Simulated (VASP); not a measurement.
Nb:

```
Nb
1.0
     0.00000    2.11500    2.11500
     2.11500    0.00000    2.11500
     2.11500    2.11500    0.00000
Nb
1
Direct
  0.00000 0.00000 0.00000
```

Base run:

* Program: VASP 6.6.1
* Functional: r2SCAN
* Potentials or basis: VASP PAW PBE potentials, release 64 (Nb_sv)
* Cutoff: 520 eV
* k mesh: 11 × 11 × 11
* Occupations: fermi-dirac, width 0.05 eV
* Spin: no spin polarisation

Its results: pressure -2.6 GPa.

Task: The run is repeated on the same cell with these changes: functional from r2SCAN to PBE. What comes out?

Result: Pressure -2.1 GPa.

Caveats: the PAW data sets were made with another functional, which shifts forces and pressure a little (some runs).
